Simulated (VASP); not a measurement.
# MgO (Fm-3m) in VASP: settings compared, part 2 of 2

VASP 6.6.1.

### 5 Single point, HSE06

Input file POSCAR:

```
MgO
1.0
    0.0000000000      2.1021680256      2.1021680256
    2.1021680256      0.0000000000      2.1021680256
    2.1021680256      2.1021680256      0.0000000000
Mg O
1 1
Direct
    0.0000000000      0.0000000000      0.0000000000
    0.5000000000      0.5000000000      0.5000000000
```

Input file INCAR.step1:

```
SYSTEM = MgO
  PREC = Accurate
  ENCUT = 520
  EDIFF = 1E-5
  ISMEAR = 0
  SIGMA = 0.01
  LREAL = .FALSE.
  LASPH = .TRUE.
  NELM = 120
  ALGO = Normal
  ISIF = 2
  LWAVE = .TRUE.
  LCHARG = .FALSE.
  GGA = PE
  NBANDS = 11
  GGA_COMPAT = .FALSE.
```

Input file INCAR.step2:

```
SYSTEM = MgO
  PREC = Accurate
  ENCUT = 520
  EDIFF = 1E-6
  ISMEAR = 0
  SIGMA = 0.01
  LREAL = .FALSE.
  LASPH = .TRUE.
  NELM = 120
  ALGO = Normal
  ISIF = 2
  LWAVE = .FALSE.
  LCHARG = .FALSE.
  GGA = PE
  LHFCALC = .TRUE.
  HFSCREEN = 0.2079
  PRECFOCK = Normal
  ISTART = 1
  NBANDS = 11
  GGA_COMPAT = .FALSE.
```

Input file KPOINTS:

```
regular mesh
0
G
  4 4 4
  0 0 0
```

Potentials or basis: VASP PAW PBE potentials, release 64 (Mg, O).

Command:

```
$ cat potpaw_PBE.64/Mg/POTCAR potpaw_PBE.64/O/POTCAR > POTCAR
$ cp INCAR.step1 INCAR
$ mpirun -np 1 vasp_std > vasp.out
$ cp INCAR.step2 INCAR
$ mpirun -np 1 vasp_std > vasp.out
```

OUTCAR:

```text
SYSTEM = MgO
   PREC = Accurate
   ENCUT = 520
   EDIFF = 1E-6
   ISMEAR = 0
   LREAL = .FALSE.
   LASPH = .TRUE.
   NELM = 120
   ISIF = 2
   GGA = PE
   LHFCALC = .TRUE.
   HFSCREEN = 0.2079
   PRECFOCK = Normal
   ISTART = 1

 ion  position               nearest neighbor table
   1  0.000  0.000  0.000-   2 2.10   2 2.10   2 2.10   2 2.10   2 2.10   2 2.10
   2  0.500  0.500  0.500-   1 2.10   1 2.10   1 2.10   1 2.10   1 2.10   1 2.10

  LATTYP: Found a face centered cubic cell.
 ALAT       =     4.2043360512

  Lattice vectors:

 A1 = (   0.0000000000,   2.1021680256,   2.1021680256)
 A2 = (   2.1021680256,   0.0000000000,   2.1021680256)
 A3 = (   2.1021680256,   2.1021680256,   0.0000000000)

Analysis of symmetry for initial positions (statically):
=====================================================================
 Subroutine PRICEL returns:
 Original cell was already a primitive cell.

 Routine SETGRP: Setting up the symmetry group for a
 face centered cubic supercell.

 Subroutine GETGRP returns: Found 48 space group operations
 (whereof 48 operations were pure point group operations)
 out of a pool of 48 trial point group operations.

The static configuration has the point symmetry O_h .

Analysis of symmetry for dynamics (positions and initial velocities):
=====================================================================
 Subroutine PRICEL returns:
 Original cell was already a primitive cell.

 Routine SETGRP: Setting up the symmetry group for a
 face centered cubic supercell.

 Subroutine GETGRP returns: Found 48 space group operations
 (whereof 48 operations were pure point group operations)
 out of a pool of 48 trial point group operations.

The dynamic configuration has the point symmetry O_h .

 Subroutine INISYM returns: Found 48 space group operations
 (whereof 48 operations are pure point group operations),
 and found     1 'primitive' translations

----------------------------------------------------------------------------------------

                                     Primitive cell

  volume of cell :      18.5794

  direct lattice vectors                    reciprocal lattice vectors
     0.000000000  2.102168026  2.102168026    -0.237849684  0.237849684  0.237849684
     2.102168026  0.000000000  2.102168026     0.237849684 -0.237849684  0.237849684
     2.102168026  2.102168026  0.000000000     0.237849684  0.237849684 -0.237849684

  length of vectors
     2.972914532  2.972914532  2.972914532     0.411967737  0.411967737  0.411967737

  position of ions in fractional coordinates (direct lattice)
     0.000000000  0.000000000  0.000000000
     0.500000000  0.500000000  0.500000000

  ion indices of the primitive-cell ions
   primitive index   ion index
                 1           1
                 2           2

----------------------------------------------------------------------------------------

 KPOINTS: regular mesh

Automatic generation of k-mesh.
 Grid dimensions read from file:
[... 32 lines left out ...]
   total plane-waves  NPLWV =  13824
   dimension x,y,z NGX =    24 NGY =   24 NGZ =   24
   dimension x,y,z NGXF=    48 NGYF=   48 NGZF=   48
   ions per type =               1   1
   NGX,Y,Z   is equivalent  to a cutoff of  13.42, 13.42, 13.42 a.u.
   NGXF,Y,Z  is equivalent  to a cutoff of  26.84, 26.84, 26.84 a.u.
 SYSTEM =  MgO
   PREC   = accura    normal or accurate (medium, high low for compatibility)
   ISTART =      1    job   : 0-new  1-cont  2-samecut
   ICHARG =      0    charge: 1-file 2-atom 10-const
   ISPIN  =      1    spin polarized calculation?
   LNONCOLLINEAR =      F non collinear calculations
   LSORBIT =      F    spin-orbit coupling
   LASPH  =      T    aspherical Exc in radial PAW
   ENCUT  =  520.0 eV  38.22 Ry    6.18 a.u.   5.53  5.53  5.53*2*pi/ulx,y,z
   NELM   =    120;   NELMIN=  2; NELMDL=  0     # of ELM steps
   EDIFF  = 0.1E-05   stopping-criterion for ELM
   LREAL  =      F    real-space projection
   EDIFFG = 0.1E-04   stopping-criterion for IOM
   NSW    =      0    number of steps for IOM
   IBRION =     -1    ionic relax: 0-MD 1-quasi-New 2-CG
   NFREE  =      0    steps in history (QN), initial steepest desc. (CG)
   ISIF   =      2    stress and relaxation
   ISYM   =      3    0-nonsym 1-usesym 2-fastsym
   POTIM  = 0.5000    time-step for ionic-motion
   TEBEG  =    0.0;   TEEND  =   0.0 temperature during run
   PSTRESS=    0.0 pullay stress
   NELECT =       8.0000    total number of electrons
   NUPDOWN=      -1.0000    fix difference up-down
   EMIN   =  10.00;   EMAX   =-10.00  energy-range for DOS
   EFERMI =   0.00;   METHOD = LEGACY
   ISMEAR =     0;   SIGMA  =   0.01  broadening in eV -4-tet -1-fermi 0-gaus
   EFERMI_NEDOS =   21; number of points for ismear=-14 and -15
   IALGO  =     38    algorithm
   IMIX   =      1    mixing-type and parameters
     AMIX     =   0.40;   BMIX     =  1.00
     AMIX_MAG =   1.60;   BMIX_MAG =  1.00
  volume/ion in A,a.u.               =       9.29        62.69
  Fermi-wavevector in a.u.,A,eV,Ry     =   1.236215  2.336108 20.792804  1.528228
  Thomas-Fermi vector in A             =   2.370833
   LORBIT       =      0    0 simple, 1 ext, 2 COOP (PROOUT), +10 PAW based schemes
   GGA     = PE    functional components
   LHFCALC =     T    Hartree Fock is set to
   PRECFOCK=normal    Normal, Fast or Accurate (Low or Medium for compatibility)
   ENCUT4O =  -1.0   cutoff for four orbital integrals eV
   NKREDX  =     1    reduce k-point grid by
   NKREDY  =     1    reduce k-point grid by
   NKREDZ  =     1    reduce k-point grid by
   AEXX    =    0.2500 exact exchange contribution
   HFSCREEN=    0.2079 screening length (either q_TF or 0.3 A-1)
   HFSCREENC=   0.2079 screening length for correlation (either q_TF or 0.3 A-1)
   ENCUTFOCK=  -1.0 apply spherical cutoff to Coloumb kernel
   IVDW    =     0    specifies the selected vdW correction
   LEPSILON=     F    determine dielectric tensor
   LRPA    =     F    only Hartree local field effects (RPA)
 non-spin polarized calculation
 Gauss-broadening in eV      SIGMA  =   0.01
  energy-cutoff  :      520.00
  volume of cell :       18.58
 maximum number of plane-waves:       531
 NGX is ok and might be reduce to    24
  NGX = 18; NGY = 18; NGZ = 18

 number of electron       8.0000004 magnetization

 Free energy of the ion-electron system (eV)
  ---------------------------------------------------
  ext. energy  EPLUGINS =         0.00000000
  ---------------------------------------------------
  free energy    TOTEN  =       -14.20132767 eV

  energy without entropy =      -14.20132767  energy(sigma->0) =      -14.20132767

 E-fermi :   2.1028     XC(G=0):  -9.1154

 val. band max:        1.9848251014   @ k =   0.0000   0.0000   0.0000
 cond. band min:       8.4955506865   @ k =   0.0000   0.0000   0.0000
 fundamental gap:      6.5107255851
 Fermi energy:         2.1028348420

 k-point     1 :       0.0000    0.0000    0.0000
  band No.  band energies     occupation
      1     -16.8610      2.00000
      2       1.9848      2.00000
      3       1.9848      2.00000
      4       1.9848      2.00000
      5       8.4956      0.00000
      6      19.7682      0.00000
      7      19.7682      0.00000
      8      19.7682      0.00000
      9      23.7119      0.00000
     10      25.6493      0.00000
     11      25.6493      0.00000
[... 85 lines left out ...]
 k-point     8 :      -0.2500    0.5000    0.2500
  band No.  band energies     occupation
      1     -15.1666      2.00000
      2      -1.1957      2.00000
      3      -1.1957      2.00000
      4       0.0826      2.00000
      5      15.6839      0.00000
      6      15.6839      0.00000
      7      16.2479      0.00000
      8      19.6754      0.00000
      9      26.2893      0.00000
     10      26.2893      0.00000
     11      30.7617      0.00000

------------------------ aborting loop because EDIFF is reached ----------------------------------------

  FORCE on cell =-STRESS in cart. coord.  units (eV):
  Direction    XX          YY          ZZ          XY          YZ          ZX
  --------------------------------------------------------------------------------------
  -------------------------------------------------------------------------------------
  Total       -0.0739963     -0.0739963     -0.0739963     -0.0000000     -0.0000000     -0.0000000
  in kB       -6.3809906     -6.3809906     -6.3809906     -0.0000000     -0.0000000     -0.0000000
  external PRESSURE =      -6.3809906 kB  Pullay stress =       0.0000000 kB

 VOLUME and BASIS-vectors are now :
 -----------------------------------------------------------------------------
  energy-cutoff  :      520.00
  volume of cell :       18.58
      direct lattice vectors                 reciprocal lattice vectors
     0.000000000  2.102168026  2.102168026    -0.237849684  0.237849684  0.237849684
     2.102168026  0.000000000  2.102168026     0.237849684 -0.237849684  0.237849684
     2.102168026  2.102168026  0.000000000     0.237849684  0.237849684 -0.237849684

 POSITION                                       TOTAL-FORCE (eV/Angst)
 -----------------------------------------------------------------------------------
      0.00000      0.00000      0.00000        -0.000000      0.000000     -0.000000
      2.10217      2.10217      2.10217         0.000000     -0.000000      0.000000
 -----------------------------------------------------------------------------------
    total drift:                                0.000049      0.000064      0.000064

  FREE ENERGIE OF THE ION-ELECTRON SYSTEM (eV)
  ---------------------------------------------------
  free  energy   TOTEN  =       -14.2013276657 eV

  energy  without entropy=      -14.2013276657  energy(sigma->0) =      -14.20132767
```

Run time: 2.4 min. Hardware: 1 thread of AMD EPYC 7R43 (Zen 3), shared host; peak memory 0.21 GiB.

Results:

| Quantity | Value |
| --- | --- |
| Free energy | -14.2013 eV |
| Pressure | -0.6 GPa |
| Band gap on the k mesh | 6.51 eV |

Levels at points of the mesh, in eV from the valence-band top:
```csv
k point,band 1,band 2,band 3,band 4,band 5,band 6,band 7,band 8
"(0.00, 0.00, 0.00)",-18.85,0.00,0.00,0.00,6.51,17.78,17.78,17.78
"(0.50, 0.00, 0.00)",-17.48,-4.95,-0.72,-0.72,9.71,14.93,18.37,18.37
"(0.50, 0.50, 0.00)",-17.21,-4.40,-1.47,-1.47,10.86,11.91,15.42,21.46
```

Caveat: the k points lie up to 0.65 Å⁻¹ apart; the PAW data sets were made with another functional, which shifts forces and pressure a little.

### 6 The runs side by side

```tsv
level	k mesh	cutoff (eV)	smearing	grid for exact exchange (PRECFOCK)	share of exact exchange	screening parameter	gap on the mesh (eV)	pressure (GPa)
PBEsol+D4	8 × 8 × 8	600	gaussian 0.01 eV	-	-	-	4.69	-1.4
PBEsol	8 × 8 × 8	600	methfessel-paxton 0.2 eV	-	-	-	4.69	0.4
PBEsol	8 × 8 × 8	600	gaussian 0.01 eV	-	-	-	4.69	0.4
HSE06	4 × 4 × 4	520	gaussian 0.01 eV	Normal	0.25	0.2079 1/Å	6.51	-0.6
```

Alike in all rows: task single point; potentials or basis VASP PAW PBE potentials, release 64 (Mg, O); no spin polarisation; cell as given.

Caveats: some runs use coarse meshes; the PAW data sets were made with another functional, which shifts forces and pressure a little.

Absolute energies hang on the potentials; compare differences alone.

### 7 How close it comes

Step 3. A measured gap of MgO is 7.83 eV (quoted in “Electronic structure of alkaline earth and post-transition metal oxides”, 2009, arxiv:0908.1581); the calculated 4.69 eV misses it by -3.14 eV. The value is that of PBEsol, without temperature or zero-point motion. Semilocal functionals fall short of measured gaps as a rule.

Step 4. A measured gap of MgO is 7.83 eV (quoted in “Electronic structure of alkaline earth and post-transition metal oxides”, 2009, arxiv:0908.1581); the calculated 4.69 eV misses it by -3.14 eV. The value is that of PBEsol, without temperature or zero-point motion. Semilocal functionals fall short of measured gaps as a rule.
